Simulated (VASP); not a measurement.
Mg, 2 atoms in the cell. The structure is cubic, space group Fd-3m (No. 227). The conventional cell has a = 7.038 Å, b = 7.038 Å, c = 7.038 Å, α = 90.00°, β = 90.00°, γ = 90.00°. Within 4.0 Å of Mg (site symmetry -43m) lie 4 Mg at 3.05 Å.  This cell differs from its parent crystal: volume scaled by 1.04.

* Program: VASP 6.6.1
* Task: single point
* Functional: revPBE
* Potentials or basis: VASP PAW PBE potentials, release 64 (Mg)
* Cutoff: 520 eV
* k mesh: 9 × 9 × 9
* Occupations: fermi-dirac, width 0.1 eV
* Spin: no spin polarisation
* Dipole correction: no
* Further INCAR settings: ALGO = Normal; EDIFF = 1e-06; NBANDS = 9

Potentials or basis: VASP PAW PBE potentials, release 64 (Mg).

The run is started by

```bash
$ cat potpaw_PBE.64/Mg/POTCAR > POTCAR
$ mpirun -np 1 vasp_std > vasp.out
```

Hardware: 1 thread of AMD EPYC 7R13, with other jobs on the host.

Task: Estimate the wall time of this run.

Result: It took 56 s on 1 thread of AMD EPYC 7R13, with other jobs on the host, peak memory 0.2 GiB. Counts: scf iterations 10, k points 35.
